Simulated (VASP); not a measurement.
# LiCl: relaxation of cell and atoms with RPBE+D4

The system is LiCl.

```
Cl Li
1.0
     0.00000    2.56477    2.56477
     2.56477    0.00000    2.56477
     2.56477    2.56477    0.00000
Cl Li
1 1
Direct
  0.50000 0.50000 0.50000
  0.00000 0.00000 0.00000
```

| Quantity | Value |
| --- | --- |
| Program | VASP 6.6.1 |
| Task | relaxation of cell and atoms |
| Functional | RPBE |
| Dispersion | D4 |
| Potentials or basis | VASP PAW PBE potentials, release 64 (Cl, Li_sv) |
| Cutoff | 600 eV |
| k mesh | 9 × 9 × 9 |
| Occupations | fermi-dirac, width 0.05 eV |
| Spin | no spin polarisation |
| Dipole correction | no |
| Further INCAR settings | ALGO = Normal; EDIFF = 1e-06; IBRION = 2; EDIFFG = -0.005; NSW = 80; ISIF = 3 |

- Relaxed volume: 16.47 Å³/atom
- Relaxed cell: a = 3.598 Å, b = 3.598 Å, c = 3.598 Å, α = 60.00°, β = 60.00°, γ = 60.00°
- Space group after relaxing (to 0.05 Å): Fm-3m (No. 225)
- Energy gained by relaxing: 1.1 meV/atom
- Ionic steps: 3
- Pressure after relaxing: 0.0 GPa
- Band gap on the k mesh: 6.74 eV, direct
- Dispersion energy per atom: -0.248 eV

Step by step:
| step | energy change (eV) | largest force (eV/Å) | pressure (GPa) | volume (Å³) |
| --- | --- | --- | --- | --- |
| 1 | 0.0000 | 0.0000 | -0.80 | 33.74 |
| 2 | -0.0016 | 0.0000 | -0.42 | 33.33 |
| 3 | -0.0021 | 0.0000 | -0.03 | 32.93 |

Final structure:
```
Cl Li
1.0
     0.00000    2.54408    2.54408
     2.54408    0.00000    2.54408
     2.54408    2.54408    0.00000
Cl Li
1 1
Cartesian
  2.5441 2.5441 2.5441
  0.0000 0.0000 0.0000
```

Levels at points of the mesh, in eV from the valence-band top:
| k point | band 3 | band 4 | band 5 | band 6 | band 7 | band 8 |
| --- | --- | --- | --- | --- | --- | --- |
| (0.00, 0.00, 0.00) | 0.00 | 0.00 | 0.00 | 6.74 | 12.06 | 12.06 |

Wall time 64 s on 1 thread of Intel Xeon 8259CL (shared host), peak memory 0.17 GiB.

Caveat: the cutoff is under 1.25 times the usual one of these potentials, so pressure, stress and relaxed cells hold a basis-set (Pulay) error; the PAW data sets were made with another functional, which shifts forces and pressure a little. A k mesh can miss the band edges.
